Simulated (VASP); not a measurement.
# As in VASP: a series of runs

The runs below take As through single point, with PBE+D3(BJ).

Program: VASP 6.6.1. These are calculated values, not measurements. Logs are shortened: lines on timing, memory, paths and dates and some standing lists are left out, and cuts for length are marked.

## (1) The cell of the first run

The cell holds a sheet with vacuum, 4 atoms: a = 3.594 Å, b = 3.594 Å, c = 35.373 Å, α = 90.00°, β = 90.00°, γ = 120.00°.

## (2) Single point, PBE+D3(BJ)

INCAR reads:

```
SYSTEM = As
PREC = Accurate
ENCUT = 520
EDIFF = 1E-6
ISMEAR = 0
SIGMA = 0.02
LREAL = .False.
LASPH = .True.
NELM = 120
ALGO = Normal
ISIF = 2
LWAVE = .False.
LCHARG = .False.
LDIPOL = .True.
IDIPOL = 3
DIPOL = 0.5 0.5 0.283
GGA = PE
IVDW = 12
NBANDS = 38
GGA_COMPAT = .False.
NELMDL = -8
```

KPOINTS reads:

```
regular mesh
0
Gamma
  12 12 1
  0 0 0
```

POSCAR reads:

```
As
1.0
    3.5939727413     -0.0000002760      0.0000000000
   -1.7969861317      3.1124718325      0.0000000000
    0.0000000000      0.0000000000     35.3725712000
As
4
Direct
    0.6666666667      0.3333333333      0.2413809950
    0.3333333333      0.6666666667      0.2020912988
    0.6666666667      0.3333333333      0.3633185462
    0.3333333333      0.6666666667      0.3240288500
```

Potentials or basis: VASP PAW PBE potentials, release 64 (As_d).

Started as:

```console
> cat potpaw_PBE.64/As_d/POTCAR > POTCAR
> mpirun -np 1 vasp_std > vasp.out
```

OUTCAR:

```text
SYSTEM = As
   PREC = Accurate
   ENCUT = 520
   EDIFF = 1E-6
   ISMEAR = 0
   LREAL = .False.
   LASPH = .True.
   NELM = 120
   ISIF = 2
   GGA = PE
   IVDW = 12
   NELMDL = -8
 IVDW          = 12

 ion  position               nearest neighbor table
   1  0.667  0.333  0.241-   2 2.50   2 2.50   2 2.50
   2  0.333  0.667  0.202-   1 2.50   1 2.50   1 2.50
   3  0.667  0.333  0.363-   4 2.50   4 2.50   4 2.50
   4  0.333  0.667  0.324-   3 2.50   3 2.50   3 2.50

  LATTYP: Found a hexagonal cell.
 ALAT       =     3.5939727413
 C/A-ratio  =     9.8421923999

  Lattice vectors:

 A1 = (   3.5939727413,  -0.0000002760,   0.0000000000)
 A2 = (  -1.7969861317,   3.1124718325,   0.0000000000)
 A3 = (   0.0000000000,   0.0000000000,  35.3725712000)

Analysis of symmetry for initial positions (statically):
=====================================================================
 Subroutine PRICEL returns:
 Original cell was already a primitive cell.

 Routine SETGRP: Setting up the symmetry group for a
 hexagonal supercell.

 Subroutine GETGRP returns: Found 12 space group operations
 (whereof  6 operations were pure point group operations)
 out of a pool of 24 trial point group operations.

The static configuration has the point symmetry C_3v.
 The point group associated with its full space group is D_3d.

Analysis of symmetry for dynamics (positions and initial velocities):
=====================================================================
 Subroutine PRICEL returns:
 Original cell was already a primitive cell.

 Routine SETGRP: Setting up the symmetry group for a
 hexagonal supercell.

 Subroutine GETGRP returns: Found 12 space group operations
 (whereof  6 operations were pure point group operations)
 out of a pool of 24 trial point group operations.

The dynamic configuration has the point symmetry C_3v.
 The point group associated with its full space group is D_3d.

 Subroutine INISYM returns: Found 12 space group operations
 (whereof  6 operations are pure point group operations),
 and found     1 'primitive' translations

----------------------------------------------------------------------------------------

                                     Primitive cell

  volume of cell :     395.6825

  direct lattice vectors                    reciprocal lattice vectors
     3.593972741 -0.000000276  0.000000000     0.278243636  0.160644010  0.000000000
    -1.796986132  3.112471832  0.000000000     0.000000025  0.321288062  0.000000000
     0.000000000  0.000000000 35.372571200     0.000000000  0.000000000  0.028270492

  length of vectors
     3.593972741  3.593972741 35.372571200     0.321288062  0.321288062  0.028270492

  position of ions in fractional coordinates (direct lattice)
     0.666666667  0.333333333  0.241380995
     0.333333333  0.666666667  0.202091299
     0.666666667  0.333333333  0.363318546
     0.333333333  0.666666667  0.324028850

  ion indices of the primitive-cell ions
   primitive index   ion index
                 1           1
                 2           2
                 3           3
                 4           4

----------------------------------------------------------------------------------------

 KPOINTS: regular mesh

Automatic generation of k-mesh.
 Grid dimensions read from file:
 generate k-points for:   12   12    1

 Generating k-lattice:

  Cartesian coordinates                     Fractional coordinates (reciprocal lattice)
     0.023186970  0.013387001  0.000000000     0.083333333 -0.000000000  0.000000000
     0.000000002  0.026774005  0.000000000     0.000000000  0.083333333  0.000000000
     0.000000000  0.000000000  0.028270492     0.000000000  0.000000000  1.000000000

  Length of vectors
     0.026774005  0.026774005  0.028270492

  Shift w.r.t. Gamma in fractional coordinates (k-lattice)
     0.000000000  0.000000000  0.000000000

 Subroutine IBZKPT returns following result:
 ===========================================

 Found     19 irreducible k-points:

 Following reciprocal coordinates:
            Coordinates               Weight
  0.000000  0.000000  0.000000      1.000000
  0.083333  0.000000  0.000000      6.000000
  0.166667  0.000000  0.000000      6.000000
  0.250000  0.000000  0.000000      6.000000
  0.333333  0.000000  0.000000      6.000000
  0.416667  0.000000  0.000000      6.000000
[... 11 lines left out ...]
  0.333333  0.250000  0.000000     12.000000
  0.333333  0.333333  0.000000      2.000000
   k-points           NKPTS =     19   k-points in BZ     NKDIM =     19   number of bands    NBANDS=     38
   number of dos      NEDOS =    301   number of ions     NIONS =      4
   total plane-waves  NPLWV = 211680
   dimension x,y,z NGX =    28 NGY =   28 NGZ =  270
   dimension x,y,z NGXF=    56 NGYF=   56 NGZF=  540
   ions per type =               4
   NGX,Y,Z   is equivalent  to a cutoff of  12.95, 12.95, 12.69 a.u.
   NGXF,Y,Z  is equivalent  to a cutoff of  25.90, 25.90, 25.38 a.u.
 SYSTEM =  As
   PREC   = accura    normal or accurate (medium, high low for compatibility)
   ISTART =      0    job   : 0-new  1-cont  2-samecut
   ICHARG =      2    charge: 1-file 2-atom 10-const
   ISPIN  =      1    spin polarized calculation?
   LNONCOLLINEAR =      F non collinear calculations
   LSORBIT =      F    spin-orbit coupling
   LASPH  =      T    aspherical Exc in radial PAW
   ENCUT  =  520.0 eV  38.22 Ry    6.18 a.u.   6.68  6.68 65.77*2*pi/ulx,y,z
   NELM   =    120;   NELMIN=  2; NELMDL= -8     # of ELM steps
   EDIFF  = 0.1E-05   stopping-criterion for ELM
   LREAL  =      F    real-space projection
   EDIFFG = 0.1E-04   stopping-criterion for IOM
   NSW    =      0    number of steps for IOM
   IBRION =     -1    ionic relax: 0-MD 1-quasi-New 2-CG
   NFREE  =      0    steps in history (QN), initial steepest desc. (CG)
   ISIF   =      2    stress and relaxation
   ISYM   =      2    0-nonsym 1-usesym 2-fastsym
   POTIM  = 0.5000    time-step for ionic-motion
   TEBEG  =    0.0;   TEEND  =   0.0 temperature during run
   PSTRESS=    0.0 pullay stress
   NELECT =      60.0000    total number of electrons
   NUPDOWN=      -1.0000    fix difference up-down
   EMIN   =  10.00;   EMAX   =-10.00  energy-range for DOS
   EFERMI =   0.00;   METHOD = LEGACY
   ISMEAR =     0;   SIGMA  =   0.02  broadening in eV -4-tet -1-fermi 0-gaus
   EFERMI_NEDOS =   21; number of points for ismear=-14 and -15
   IALGO  =     38    algorithm
   IMIX   =      4    mixing-type and parameters
     AMIX     =   0.40;   BMIX     =  1.00
     AMIX_MAG =   1.60;   BMIX_MAG =  1.00
  volume/ion in A,a.u.               =      98.92       667.55
  Fermi-wavevector in a.u.,A,eV,Ry     =   0.872991  1.649713 10.369175  0.762113
  Thomas-Fermi vector in A             =   1.992318
   LORBIT       =      0    0 simple, 1 ext, 2 COOP (PROOUT), +10 PAW based schemes
   GGA     = PE    functional components
   LHFCALC =     F    Hartree Fock is set to
   AEXX    =    0.0000 exact exchange contribution
   IVDW    =    12    specifies the selected vdW correction
   LEPSILON=     F    determine dielectric tensor
   LRPA    =     F    only Hartree local field effects (RPA)
 non-spin polarized calculation
 Gauss-broadening in eV      SIGMA  =   0.02
  energy-cutoff  :      520.00
  volume of cell :      395.68
 maximum number of plane-waves:     10727
 NGX is ok and might be reduce to    28
   NGX = 13   NGY = 13   NGZ =131

 dipolmoment           0.000000      0.000000     -0.000004 electrons x Angstroem

 number of electron      60.0000024 magnetization

 dipolmoment           0.000000      0.000000      0.000004 electrons x Angstroem

 Free energy of the ion-electron system (eV)
  ---------------------------------------------------
  ext. energy  EPLUGINS =         0.00000000
  ---------------------------------------------------
  free energy    TOTEN  =       -18.66823116 eV

  energy without entropy =      -18.66823116  energy(sigma->0) =      -18.66823116

 E-fermi :  -2.9178     XC(G=0):  -2.7979

 val. band max:       -3.0137122915   @ k =   0.0833   0.0000   0.0000
 cond. band min:      -2.3860235183   @ k =   0.3333   0.0000   0.0000
 fundamental gap:      0.6276887732
 Fermi energy:        -2.9177799636

 k-point     1 :       0.0000    0.0000    0.0000
  band No.  band energies     occupation
      1     -38.7650      2.00000
      2     -38.7650      2.00000
      3     -38.7647      2.00000
      4     -38.7647      2.00000
      5     -38.7258      2.00000
      6     -38.7258      2.00000
[... 30 lines left out ...]
     37       1.3830      0.00000
     38       1.3834      0.00000

 k-point     2 :       0.0833    0.0000    0.0000
  band No.  band energies     occupation
      1     -38.7648      2.00000
      2     -38.7645      2.00000
      3     -38.7631      2.00000
      4     -38.7628      2.00000
      5     -38.7252      2.00000
      6     -38.7244      2.00000
[... 30 lines left out ...]
     37       1.4984      0.00000
     38       1.5066      0.00000

 k-point     3 :       0.1667    0.0000    0.0000
  band No.  band energies     occupation
      1     -38.7642      2.00000
      2     -38.7638      2.00000
      3     -38.7579      2.00000
      4     -38.7574      2.00000
      5     -38.7235      2.00000
      6     -38.7226      2.00000
[... 30 lines left out ...]
     37       1.8291      0.00000
     38       1.8576      0.00000

 k-point     4 :       0.2500    0.0000    0.0000
  band No.  band energies     occupation
      1     -38.7633      2.00000
      2     -38.7629      2.00000
      3     -38.7504      2.00000
      4     -38.7500      2.00000
      5     -38.7202      2.00000
      6     -38.7194      2.00000
[... 30 lines left out ...]
     37       2.2925      0.00000
     38       2.3361      0.00000
[... 498 lines left out ...]
      4     -38.7302      2.00000
      5     -38.7101      2.00000
      6     -38.7089      2.00000
[... 30 lines left out ...]
     37       3.8459      0.00000
     38       3.9323      0.00000

 k-point    18 :       0.3333    0.2500    0.0000
  band No.  band energies     occupation
      1     -38.7628      2.00000
      2     -38.7623      2.00000
      3     -38.7262      2.00000
      4     -38.7261      2.00000
      5     -38.7059      2.00000
      6     -38.7045      2.00000
[... 30 lines left out ...]
     37       4.0866      0.00000
     38       4.4620      0.00000

 k-point    19 :       0.3333    0.3333    0.0000
  band No.  band energies     occupation
      1     -38.7629      2.00000
      2     -38.7624      2.00000
      3     -38.7235      2.00000
      4     -38.7235      2.00000
      5     -38.7051      2.00000
      6     -38.7034      2.00000
[... 30 lines left out ...]
     37       4.1573      0.00000
     38       5.3501      0.00000

------------------------ aborting loop because EDIFF is reached ----------------------------------------

 vacuum level on the upper side and lower side of the slab       (xc-potential included)        -0.007        -0.008

 Edisp (eV)   -1.13148

 E8    (eV) :    -0.4966

  FORCE on cell =-STRESS in cart. coord.  units (eV):
  Direction    XX          YY          ZZ          XY          YZ          ZX
  --------------------------------------------------------------------------------------
  -------------------------------------------------------------------------------------
  Total      -0.22663    -0.22663     0.23142     0.00000    -0.00000     0.00000
  in kB      -0.91765    -0.91765     0.93704     0.00000    -0.00000     0.00000
  external pressure =       -0.30 kB  Pullay stress =        0.00 kB

 VOLUME and BASIS-vectors are now :
 -----------------------------------------------------------------------------
  energy-cutoff  :      520.00
  volume of cell :      395.68
      direct lattice vectors                 reciprocal lattice vectors
     3.593972741 -0.000000276  0.000000000     0.278243636  0.160644010  0.000000000
    -1.796986132  3.112471832  0.000000000     0.000000025  0.321288062  0.000000000
     0.000000000  0.000000000 35.372571200     0.000000000  0.000000000  0.028270492

 POSITION                                       TOTAL-FORCE (eV/Angst)
 -----------------------------------------------------------------------------------
      1.79699      1.03749      8.53827        -0.000000      0.000000      0.020213
      0.00000      2.07498      7.14849         0.000000     -0.000000     -0.051910
      1.79699      1.03749     12.85151        -0.000000      0.000000      0.051910
      0.00000      2.07498     11.46173         0.000000     -0.000000     -0.020213
 -----------------------------------------------------------------------------------
    total drift:                                0.000001      0.000000      0.000657

  FREE ENERGIE OF THE ION-ELECTRON SYSTEM (eV)
  ---------------------------------------------------
  free  energy   TOTEN  =       -19.7997145005 eV

  energy  without entropy=      -19.7997145005  energy(sigma->0) =      -19.79971450

 vacuum level on the upper side and lower side of the slab         1.773         1.773
```

Run time: 11 min. Hardware: 1 thread of AMD EPYC 7R43 (Zen 3), shared host; peak memory 0.52 GiB.

What came out:

| Property | Result |
| --- | --- |
| Free energy | -19.7997 eV |
| Largest force | 0.052 eV/Å |
| Band gap on the k mesh | 0.63 eV (least direct gap 1.45 eV) |
| Dispersion energy per atom | -0.283 eV |

Forces in eV/Å, atoms in the order of the input:
```
As   0.000  0.000  0.020
As   0.000  0.000 -0.052
As   0.000  0.000  0.052
As   0.000  0.000 -0.020
```

## (3) Single point, PBE+D3(BJ)

This run uses another cell than the first one.

INCAR reads:

```
SYSTEM = As
  PREC = Accurate
  ENCUT = 520
  EDIFF = 1E-6
  ISMEAR = 0
  SIGMA = 0.02
  LREAL = .FALSE.
  LASPH = .TRUE.
  NELM = 120
  ALGO = Normal
  ISIF = 2
  LWAVE = .FALSE.
  LCHARG = .FALSE.
  LDIPOL = .TRUE.
  IDIPOL = 3
  DIPOL = 0.5 0.5 0.283
  GGA = PE
  IVDW = 12
  NBANDS = 38
  GGA_COMPAT = .FALSE.
  NELMDL = -8
```

KPOINTS reads:

```
regular mesh
0
G
  12 12 1
  0 0 0
```

POSCAR reads:

```
As
1.0
    3.5796493893     -0.0000002749      0.0000000000
   -1.7898244566      3.1000674452      0.0000000000
    0.0000000000      0.0000000000     35.3725712000
As
4
Direct
    0.6666666667      0.3333333333      0.2404303786
    0.3333333333      0.6666666667      0.2009880868
    0.6666666667      0.3333333333      0.3644217582
    0.3333333333      0.6666666667      0.3249794664
```

Potentials or basis: VASP PAW PBE potentials, release 64 (As_d).

Started as:

```console
> cat potpaw_PBE.64/As_d/POTCAR > POTCAR
> mpirun -np 1 vasp_std > vasp.out
```

OUTCAR:

```text
SYSTEM = As
   PREC = Accurate
   ENCUT = 520
   EDIFF = 1E-6
   ISMEAR = 0
   LREAL = .FALSE.
   LASPH = .TRUE.
   NELM = 120
   ISIF = 2
   GGA = PE
   IVDW = 12
   NELMDL = -8
 IVDW          = 12

 ion  position               nearest neighbor table
   1  0.667  0.333  0.240-   2 2.49   2 2.49   2 2.49
   2  0.333  0.667  0.201-   1 2.49   1 2.49   1 2.49
   3  0.667  0.333  0.364-   4 2.49   4 2.49   4 2.49
   4  0.333  0.667  0.325-   3 2.49   3 2.49   3 2.49

[... 984 lines left out ...]
  Direction    XX          YY          ZZ          XY          YZ          ZX
  --------------------------------------------------------------------------------------
  -------------------------------------------------------------------------------------
  Total       0.04751     0.04751     0.07852    -0.00000     0.00000    -0.00000
  in kB       0.19393     0.19393     0.32049    -0.00000     0.00000    -0.00000
  external pressure =        0.24 kB  Pullay stress =        0.00 kB

 VOLUME and BASIS-vectors are now :
 -----------------------------------------------------------------------------
  energy-cutoff  :      520.00
  volume of cell :      392.53
      direct lattice vectors                 reciprocal lattice vectors
     3.579649389 -0.000000275  0.000000000     0.279356980  0.161286799  0.000000000
    -1.789824457  3.100067445  0.000000000     0.000000025  0.322573641  0.000000000
     0.000000000  0.000000000 35.372571200     0.000000000  0.000000000  0.028270492

 POSITION                                       TOTAL-FORCE (eV/Angst)
 -----------------------------------------------------------------------------------
      1.78982      1.03336      8.50464        -0.000000      0.000000      0.025419
      0.00000      2.06671      7.10947         0.000000     -0.000000     -0.027017
      1.78982      1.03336     12.89053        -0.000000      0.000000      0.027017
      0.00000      2.06671     11.49536         0.000000      0.000000     -0.025419
 -----------------------------------------------------------------------------------
    total drift:                               -0.000002      0.000000     -0.000240

  FREE ENERGIE OF THE ION-ELECTRON SYSTEM (eV)
  ---------------------------------------------------
  free  energy   TOTEN  =       -19.8018249679 eV

  energy  without entropy=      -19.8018249679  energy(sigma->0) =      -19.80182497

 vacuum level on the upper side and lower side of the slab         1.785         1.785
```

It took 15 min on 1 thread of Intel Xeon Platinum 8259CL at 2.50GHz (Skylake/Cascade Lake), shared host; peak memory 0.56 GiB.

Results:

```yaml
Free_energy: -19.8018 eV
Largest_force: 0.027 eV/Å
Band_gap_on_the_k_mesh: 0.72 eV (least direct gap 1.59 eV)
Dispersion_energy_per_atom: -0.282 eV
```

Forces on the atoms (eV/Å):
```
As   0.000  0.000  0.025
As   0.000  0.000 -0.027
As   0.000  0.000  0.027
As   0.000  0.000 -0.025
```
